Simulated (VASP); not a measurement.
# AlNi (Pm-3m) in VASP: settings compared, part 2 of 2

VASP 6.6.1. The steps go on from the part before.

## (3) Single point, PBEsol+U, collinear spin, ferromagnetic start

Contents of INCAR:

```
SYSTEM = AlNi
ALGO     = Normal         ! electronic algorithm
EDIFF    = 1E-6           ! SCF threshold, eV
ENCUT    = 520            ! plane-wave cutoff, eV
GGA      = PS             ! functional
ISIF     = 2              ! what is computed and relaxed
ISMEAR   = -1             ! smearing method
ISPIN    = 2              ! spin polarisation
LASPH    = .TRUE.         ! aspherical terms in the spheres
LCHARG   = .TRUE.         ! write CHGCAR
LDAU     = .TRUE.         ! DFT+U
LDAUJ    = 0 0          
LDAUL    = 2 -1           ! shell
LDAUPRINT= 1            
LDAUTYPE = 2            
LDAUU    = 6 0            ! U, eV
LELF     = .TRUE.         ! ELF
LMAXMIX  = 4              ! l up to which the mixer works
LORBIT   = 11             ! projections on sites
LREAL    = .FALSE.        ! projectors in reciprocal space
LVHAR    = .TRUE.       
LWAVE    = .FALSE.        ! write WAVECAR
MAGMOM   = 1 0            ! initial moments
NBANDS   = 18             ! bands
NELM     = 150            ! most SCF steps
PREC     = Accurate       ! precision mode
SIGMA    = 0.05           ! smearing width, eV
```

Contents of KPOINTS:

```
k-points
0
G
  9 9 9
  0 0 0
```

Contents of POSCAR:

```
AlNi
1.0
    2.8810000000      0.0000000000      0.0000000000
    0.0000000000      2.8810000000      0.0000000000
    0.0000000000      0.0000000000      2.8810000000
Ni Al
1 1
Direct
    0.5000000000      0.5000000000      0.5000000000
    0.0000000000      0.0000000000      0.0000000000
```

Potentials or basis: VASP PAW PBE potentials, release 64 (Ni, Al).

On the command line:

```bash
$ cat potpaw_PBE.64/Ni/POTCAR potpaw_PBE.64/Al/POTCAR > POTCAR
$ mpirun -np 1 vasp_std > vasp.out
```

Wall time 11 s (1 thread of Intel Xeon 6975P-C (Granite Rapids), shared host); peak memory 0.16 GiB.

The run converged. Its results:

- Free energy: -8.1190 eV
- Pressure: -10.8 GPa
- Net moment: 0.00 μB per cell
- Valence electrons inside the program's atomic spheres: Ni 9.73; Al 0.78

Levels at points of the mesh, in eV from the Fermi level:
Spin up:
```
           k point  band 4  band 5  band 6  band 7  band 8  band 9
(0.00, 0.00, 0.00)   -2.15   -2.15   -2.15    6.01    6.01    6.01
```
Spin down:
| k point | band 4 | band 5 | band 6 | band 7 | band 8 | band 9 |
| --- | --- | --- | --- | --- | --- | --- |
| (0.00, 0.00, 0.00) | -2.15 | -2.15 | -2.15 | 6.01 | 6.01 | 6.01 |

Eigenvalues of the final occupation matrices:
| site | spin | trace | eigenvalues |
| --- | --- | --- | --- |
| site 1 d | 1 | 4.42 | 0.88 0.88 0.89 0.89 0.89 |
| site 1 d | 2 | 4.42 | 0.88 0.88 0.89 0.89 0.89 |

Caveat: the PAW data sets were made with another functional, which shifts forces and pressure a little; the U is typed as a test and isn't derived for this compound. The state reached can hang on the start; a lower one may exist.

## (4) Vibrations by perturbation theory, PBEsol, collinear spin, ferromagnetic start

Contents of INCAR:

```
SYSTEM = AlNi
  PREC = Accurate
  ENCUT = 520
  EDIFF = 1E-8
  ISMEAR = -1
  SIGMA = 0.05
  LREAL = .False.
  LASPH = .True.
  NELM = 150
  ALGO = Normal
  ISIF = 2
  LWAVE = .False.
  LCHARG = .False.
  ISPIN = 2
  MAGMOM = 1 0
  LORBIT = 11
  LMAXMIX = 4
  GGA = PS
  NBANDS = 18
  IBRION = 8
  NSW = 1
```

Contents of KPOINTS:

```
regular mesh
0
Gamma
  8 8 8
  0 0 0
```

POSCAR is that of step 3.

Potentials or basis: VASP PAW PBE potentials, release 64 (Ni, Al).

On the command line:

```bash
$ cat potpaw_PBE.64/Ni/POTCAR potpaw_PBE.64/Al/POTCAR > POTCAR
$ mpirun -np 1 vasp_std > vasp.out
```

OUTCAR:

```text
SYSTEM = AlNi
   PREC = Accurate
   ENCUT = 520
   EDIFF = 1E-8
   ISMEAR = -1
   LREAL = .False.
   LASPH = .True.
   NELM = 150
   ISIF = 2
   ISPIN = 2
   LORBIT = 11
   GGA = PS
   IBRION = 8
   NSW = 1

 ion  position               nearest neighbor table
   1  0.500  0.500  0.500-   2 2.50   2 2.50   2 2.50   2 2.50   2 2.50   2 2.50   2 2.50   2 2.50

   2  0.000  0.000  0.000-   1 2.50   1 2.50   1 2.50   1 2.50   1 2.50   1 2.50   1 2.50   1 2.50

  LATTYP: Found a simple cubic cell.
 ALAT       =     2.8810000000

  Lattice vectors:

 A1 = (   2.8810000000,   0.0000000000,   0.0000000000)
 A2 = (   0.0000000000,   2.8810000000,   0.0000000000)
 A3 = (   0.0000000000,   0.0000000000,   2.8810000000)

Analysis of symmetry for initial positions (statically):
=====================================================================
 Subroutine PRICEL returns:
 Original cell was already a primitive cell.

 Routine SETGRP: Setting up the symmetry group for a
 simple cubic supercell.

 Subroutine GETGRP returns: Found 48 space group operations
 (whereof 48 operations were pure point group operations)
 out of a pool of 48 trial point group operations.

The static configuration has the point symmetry O_h .

Analysis of symmetry for dynamics (positions and initial velocities):
=====================================================================
 Subroutine PRICEL returns:
 Original cell was already a primitive cell.

 Routine SETGRP: Setting up the symmetry group for a
 simple cubic supercell.

[... 1228 lines left out ...]

------------------------ aborting loop because EDIFF is reached ----------------------------------------

[... ionic steps 5 to 6 ...]

--------------------------------------- Ionic step        7  -------------------------------------------

 Free energy of the ion-electron system (eV)
  ---------------------------------------------------
  ---------------------------------------------------
  free energy    TOTEN  =        -0.00550444 eV

  energy without entropy =       -0.00550444

------------------------ aborting loop because EDIFF is reached ----------------------------------------

 INTERNAL STRAIN TENSOR  FOR ION    2  DIRECTION 1   (eV/Angst):
 -----------------------------------------------------------------------------
    -0.04656  0.00000  0.00000
     0.00000  0.01573 -0.00000
     0.00000 -0.00000  0.01573

 INTERNAL STRAIN TENSOR FOR ION    2 for displacements in x,y,z  (eV/Angst):
          X           Y           Z          XY          YZ          ZX
  --------------------------------------------------------------------------------
  x     0.00000     0.00000     0.00000     0.00000     0.00000     0.00000
  y     0.00000     0.00000     0.00000     0.00000     0.00000     0.00000
  z     0.00000     0.00000     0.00000     0.00000     0.00000     0.00000

 SECOND DERIVATIVES (NOT SYMMETRIZED)
 ------------------------------------
               1X          1Y          1Z          2X          2Y          2Z
  1X    -5.861233    0.000000   -0.000000    5.861233    0.000000    0.000000
  1Y    -0.000000   -5.861233    0.000000    0.000000    5.861233    0.000000
  1Z     0.000000   -0.000000   -5.861233    0.000000    0.000000    5.861233
  2X     5.828913    0.000000   -0.000000   -5.828913   -0.000000    0.000000
  2Y     0.000000    5.828913   -0.000000   -0.000000   -5.828913    0.000000
  2Z     0.000000    0.000000    5.828913   -0.000000   -0.000000   -5.828913

 Eigenvectors and eigenvalues of the dynamical matrix
 ----------------------------------------------------

   1 f  =    8.786777 THz    55.208947 2PiTHz  293.095324 cm-1    36.339172 meV
             X         Y         Z           dx          dy          dz
      1.440500  1.440500  1.440500    -0.562256   -0.000000    0.000000
      0.000000  0.000000  0.000000     0.826963    0.000000    0.000000
[... 21 lines left out ...]
   6 f/i=    0.011295 THz     0.070971 2PiTHz    0.376773 cm-1     0.046714 meV
             X         Y         Z           dx          dy          dz
      1.440500  1.440500  1.440500    -0.000000   -0.000000   -0.826963
      0.000000  0.000000  0.000000     0.000000    0.000000   -0.562256

--------------------------------------------------------------------------------------------------------

 ELASTIC MODULI CONTR FROM IONIC RELAXATION (kBar)
 Direction    XX          YY          ZZ          XY          YZ          ZX
 --------------------------------------------------------------------------------
 XX           0.0000      0.0000      0.0000      0.0000      0.0000      0.0000
 YY           0.0000      0.0000      0.0000      0.0000      0.0000      0.0000
 ZZ           0.0000      0.0000      0.0000      0.0000      0.0000      0.0000
 XY           0.0000      0.0000      0.0000      0.0000      0.0000      0.0000
 YZ           0.0000      0.0000      0.0000      0.0000      0.0000      0.0000
 ZX           0.0000      0.0000      0.0000      0.0000      0.0000      0.0000
 --------------------------------------------------------------------------------

 total charge

# of ion       s       p       d       tot
------------------------------------------
    1        0.479   0.519   8.478   9.476
    2        0.383   0.414   0.000   0.797
--------------------------------------------------
tot          0.861   0.934   8.478  10.273

 magnetization (x)

# of ion       s       p       d       tot
------------------------------------------
    1       -0.000   0.000  -0.000  -0.000
    2        0.000   0.000   0.000   0.000
--------------------------------------------------
tot          0.000   0.000  -0.000  -0.000
```

OSZICAR:

```text
N       E                     dE             d eps       ncg     rms          rms(c)
DAV:   1     0.449271099649E+02    0.44927E+02   -0.52125E+03  2592   0.797E+02
DAV:   2    -0.104206711406E+02   -0.55348E+02   -0.48523E+02  2718   0.163E+02
DAV:   3    -0.131227288890E+02   -0.27021E+01   -0.26417E+01  3084   0.373E+01
[... 41 lines left out ...]
RMM:   6    -0.550443244839E-02   -0.85004E-06   -0.40661E-08  9645   0.136E-03    0.776E-04
RMM:   7    -0.550437164563E-02    0.60803E-07   -0.14670E-08  9457   0.711E-04    0.377E-04
RMM:   8    -0.550432285418E-02    0.48791E-07    0.14953E-09 10522   0.195E-04    0.293E-04
RMM:   9    -0.550436285829E-02   -0.40004E-07   -0.91509E-11  9935   0.589E-05    0.212E-05
RMM:  10    -0.550443954430E-02   -0.76686E-07    0.63994E-12 10346   0.235E-05    0.206E-06
RMM:  11    -0.550444034801E-02   -0.80371E-09   -0.92830E-12 10639   0.692E-06    0.148E-06
 Linear response finished
```

It took 1.9 min on 1 thread of Intel Xeon 6975P-C, shared host; peak memory 0.27 GiB.

Results:

```yaml
Net_moment: 0.00 μB per cell
Valence_electrons_inside_the_program's_atomic_spheres: Ni 9.48; Al 0.80
Highest_phonon_frequency_at_Γ_LO-TO_splitting_left_out: 293 cm⁻¹
```

Phonon frequencies in cm⁻¹ (negative: imaginary):
| q point | frequencies |
| --- | --- |
| (0.000, 0.000, 0.000) | 0 0 0 293 293 293 |

Caveat: the cell wasn't relaxed at this level first, which shifts response properties; the PAW data sets were made with another functional, which shifts forces and pressure a little.

## (5) Overview

| task | level | U | k mesh | gap on the mesh (eV) | pressure (GPa) | moment (μB) |
| --- | --- | --- | --- | --- | --- | --- |
| single point | PBEsol+U | Ni d U = 4.0 eV | 9 × 9 × 9 | none | -8.2 | 0.00 |
| single point | PBEsol+U | Ni d U = 6.0 eV | 9 × 9 × 9 | none | -10.8 | 0.00 |
| vibrations by perturbation theory | PBEsol | - | 8 × 8 × 8 | - | - | 0.00 |

Alike in all rows: potentials or basis VASP PAW PBE potentials, release 64 (Ni, Al); spin collinear, ferromagnetic start; cell as given; cutoff (eV) 520; smearing fermi-dirac 0.05 eV.

Caveats: the PAW data sets were made with another functional, which shifts forces and pressure a little; the U is typed as a test and isn't derived for this compound (some runs); the cell wasn't relaxed at this level first, which shifts response properties (some runs).

Absolute energies hang on the potentials; compare differences alone.
